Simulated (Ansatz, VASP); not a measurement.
## B2Ir3Ru: VASP beside Ansatz

```
B Ru Ir
1.0
     5.58564    0.00000    0.00000
    -2.79282    4.83731    0.00000
     0.00000    0.00000    2.82057
B Ru Ir
2 1 3
Cartesian
  0.0000 3.2249 0.0000
  2.7928 1.6124 0.0000
  0.0000 0.0000 0.0000
  2.7928 0.0000 1.4103
  1.3964 2.4187 1.4103
  -1.3964 2.4187 1.4103
```

Change from the starting cell: species swapped into the YbB2Ru3 type (P6/mmm, No. 191).

Alike in both runs: functional PBE; k mesh 6 × 6 × 6; occupations gaussian, width 0.1 eV; no spin polarisation.

Ansatz relaxed the structure, and its values are those at the end. VASP's run is a single point on that final structure, the one shown.

|  | VASP | Ansatz |
| --- | --- | --- |
| version | VASP 6.6.1 | Ansatz 0.2.0 |
| potentials or method | VASP PAW PBE potentials, release 64 (B, Ru_pv, Ir), cutoff 520 eV | scalar-relativistic, plane waves, PAW |
| valence electrons in the cell | 47 | 73 |

Ansatz gave:

```
gap on the k mesh at the Fermi level (eV) : none
pressure (GPa)                            : 0.1
```

Q: Estimate VASP's values.

A: gap on the k mesh at the Fermi level (eV): none; pressure (GPa): 1.1.

A gap of «none» marks a metal or a gap that the smearing closes. VASP's potentials hold 47 valence electrons a cell and Ansatz's 73, so a difference there can come from the potentials and not from the codes.

The k mesh is coarse, so the values compare programs but aren't converged. Neither program's run includes spin-orbit coupling.
